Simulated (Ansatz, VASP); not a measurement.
**One calculation of Y, two programs**

```
Y
1.0
    -2.02007    2.02007    2.02007
     2.02007   -2.02007    2.02007
     2.02007    2.02007   -2.02007
Y
1
Direct
  0.00000 0.00000 0.00000
```

Alike in both runs: functional PBE; k mesh 14 × 14 × 14; occupations gaussian, width 0.1 eV; no spin polarisation.

Ansatz relaxed the structure, and its values are those at the end. VASP's run is a single point on that final structure, the one shown.

|  | VASP | Ansatz |
| --- | --- | --- |
| version | VASP 6.6.1 | Ansatz 0.2.0 |
| potentials or method | VASP PAW PBE potentials, release 64 (Y_sv), cutoff 520 eV | scalar-relativistic, plane waves, PAW |
| valence electrons in the cell | 11 | 11 |

Ansatz gave:

| Item | Value |
| --- | --- |
| gap on the k mesh at the Fermi level (eV) | none |
| pressure (GPa) | 0.0 |

Q: Which values does VASP return?

A: gap on the k mesh at the Fermi level (eV): none; pressure (GPa): -0.1.

A gap of «none» marks a metal or a gap that the smearing closes.
